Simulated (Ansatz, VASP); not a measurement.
# Sc: VASP beside Ansatz

Contents of INCAR:

```
SYSTEM = Sc
ALGO     = Normal         ! electronic algorithm
EDIFF    = 1E-7           ! SCF threshold, eV
EDIFFG   = -0.01          ! ionic threshold
ENCUT    = 600            ! plane-wave cutoff, eV
GGA      = PE             ! functional
IBRION   = 2              ! ionic algorithm
ISIF     = 3              ! what is computed and relaxed
ISMEAR   = 0              ! smearing method
LASPH    = .TRUE.         ! aspherical terms in the spheres
LCHARG   = .FALSE.        ! write CHGCAR
LREAL    = .FALSE.        ! projectors in reciprocal space
LWAVE    = .FALSE.        ! write WAVECAR
NELM     = 80             ! most SCF steps
NSW      = 80             ! ionic steps
PREC     = Accurate       ! precision mode
SIGMA    = 0.05           ! smearing width, eV
```

KPOINTS

```
k-points
0
G
  12 12 6
  0 0 0
```

The input POSCAR:

```
Sc
1.0
    3.3100000000      0.0000000000      0.0000000000
   -1.6550000000      2.8665440865      0.0000000000
    0.0000000000      0.0000000000      5.2761400000
Sc
2
Direct
    0.3333333333      0.6666666667      0.7500000000
    0.6666666667      0.3333333333      0.2500000000
```

Input for Ansatz:

```yaml
crystal:
  lattice:
    - [3.31, 0.0, 0.0]
    - [-1.655, 2.8665440865, 0.0]
    - [0.0, 0.0, 5.27614]
  atoms:
    - { symbol: Sc, position: [0.3333333333, 0.6666666667, 0.75] }
    - { symbol: Sc, position: [0.6666666667, 0.3333333333, 0.25] }
basis:
  ecutwfc: 420
  ecutrho_ratio: 4
kpoints:
  mp_grid: { grid: [12, 12, 6] }
hamiltonian:
  xc: pbe
scf:
  occupations: { method: gaussian, width: 0.05 }
output:
  forces: true
  stress: true
  eigenvalues: true
relax:
  f_tol: 0.01
  max_steps: 60
  cell: { stress_tol: 0.04 }
```

Alike in both runs: task relaxation of cell and atoms; functional PBE; k mesh 12 × 12 × 6; occupations gaussian, width 0.05 eV; no spin polarisation.

```csv
,VASP,Ansatz
version,VASP 6.6.1,Ansatz 0.2.0
potentials or method,"VASP PAW PBE potentials, release 64 (Sc_sv), cutoff 600 eV","scalar-relativistic, plane waves, PAW"
valence electrons in the cell,22,22
```

VASP gave:

```
gap on the k mesh at the Fermi level, each at its own relaxed structure (eV)  : none
relaxed volume (Å³/atom)                                                      : 24.65
relaxed length of the cell vector where the two differ most in proportion (Å) : 5.168
```

Question: Estimate Ansatz's values.

Answer: gap on the k mesh at the Fermi level, each at its own relaxed structure (eV): none; relaxed volume (Å³/atom): 24.61; relaxed length of the cell vector where the two differ most in proportion (Å): 5.165.

A gap of «none» marks a metal or a gap that the smearing closes.
